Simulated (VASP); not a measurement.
Runs of VASP 6.6.1 on Fe3Ge. The structure is that of space group Pm-3m (No. 221), or close to it. The cells are those of the table. 

```csv
task,level,potentials or basis,cell,gap on the mesh (eV),pressure (GPa),moment (μB),relaxed volume (Å³/atom)
single point,LDA,"VASP PAW LDA potentials, release 64 (Fe_sv, Ge_d)","a = 3.534 Å, 4 atoms",none,-3.6,5.37,-
relaxation of cell and atoms,LDA,"VASP PAW LDA potentials, release 64 (Fe, Ge_d)","relaxed from a = 3.661 Å, 4 atoms",none,-0.1,5.33,10.99
relaxation of cell and atoms,PBEsol+D3(BJ),"VASP PAW PBE potentials, release 64 (Fe, Ge_d)","relaxed from a = 3.661 Å, 4 atoms",none,0.1,(a),(b)
relaxation of cell and atoms,PBEsol,"VASP PAW PBE potentials, release 64 (Fe, Ge_d)","relaxed from a = 3.661 Å, 4 atoms",none,-0.1,6.18,(c)
```

Alike in all rows: spin collinear, ferromagnetic start; k mesh 6 × 6 × 6; cutoff (eV) 600; smearing fermi-dirac 0.1 eV.

Estimate the missing entries.

(a) 6.06; (b) 11.20; (c) 11.51.

Caveats: the PAW data sets were made with another functional, which shifts forces and pressure a little (at least some runs); the cell stands under tension (at least some runs).

A k mesh can miss the band edges, and the runs leave out spin-orbit coupling on Ge.

A gap of «none» marks levels without a gap at the run's occupations.

The runs don't all hold the same shells in valence.
